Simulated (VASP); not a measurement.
Crystal: NaNbSe3.

```
Na Nb Se
1.0
     4.98977    0.00000    0.00000
     0.00000    4.98977    0.00000
     0.00000    0.00000    4.98977
Na Nb Se
1 1 3
Direct
  0.00000 0.00000 0.00000
  0.50000 0.50000 0.50000
  0.00000 0.50000 0.50000
  0.50000 0.00000 0.50000
  0.50000 0.50000 0.00000
```

```yaml
Program: VASP 6.6.1
Task: relaxation of cell and atoms
Functional: PBEsol
Potentials_or_basis: VASP PAW PBE potentials, release 64 (Na_pv, Nb_sv, Se)
Cutoff: 600 eV
k_mesh: 4 × 4 × 4
Occupations: fermi-dirac, width 0.03 eV
Spin: no spin polarisation
```

At the start: pressure 1.5 GPa; volume 24.85 Å³/atom.

Where does the relaxation end?

Over 3 steps the energy falls by 2.5 meV/atom and the volume is 25.37 Å³/atom (+2.1 %); space group Pm-3m (No. 221, to 0.1 Å) before and after.

Step by step:
```csv
step,energy change (eV),largest force (eV/Å),pressure (GPa),volume (Å³)
1,0.0000,0.0000,1.53,124.23
2,-0.0073,0.0000,-0.91,128.56
3,-0.0123,0.0000,0.00,126.85
```

Final structure:
```
Na Nb Se
1.0
     5.02455    0.00000    0.00000
     0.00000    5.02455    0.00000
     0.00000    0.00000    5.02455
Na Nb Se
1 1 3
Cartesian
  0.0000 0.0000 0.0000
  2.5123 2.5123 2.5123
  0.0000 2.5123 2.5123
  2.5123 0.0000 2.5123
  2.5123 2.5123 0.0000
```

Caveat: the PAW data sets were made with another functional, which shifts forces and pressure a little.
